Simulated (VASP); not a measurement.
Input of a VASP 6.6.1 run:

File INCAR:

```
PREC = Accurate ; ENCUT = 520
EDIFF = 1E-6 ; ISMEAR = 0
SIGMA = 0.027000000000000003 ; LREAL = False
LASPH = True ; NELM = 100
ALGO = Normal ; ISIF = 2
LWAVE = False ; LCHARG = False
GGA = PE ; NBANDS = 15
```

KPOINTS

```
Automatic mesh
0
Gamma
  11 11 11
```

File POSCAR:

```
TiC
1.0
    0.0000000000      2.1657188437      2.1657188437
    2.1657188437      0.0000000000      2.1657188437
    2.1657188437      2.1657188437      0.0000000000
Ti C
1 1
Direct
    0.0000000000      0.0000000000      0.0000000000
    0.5000000000      0.5000000000      0.5000000000
```

Potentials or basis: VASP PAW PBE potentials, release 64 (Ti_sv, C).

Launch:

```console
$ cat potpaw_PBE.64/Ti_sv/POTCAR potpaw_PBE.64/C/POTCAR > POTCAR
$ mpirun -np 1 vasp_std > vasp.out
```

Task: Estimate the band gap on the k mesh.

Result: Zero (band 8 reaches 10.10 eV, above the bottom of band 9 at 9.00 eV).

Task: Predict the pressure.

Result: 0.5 GPa.
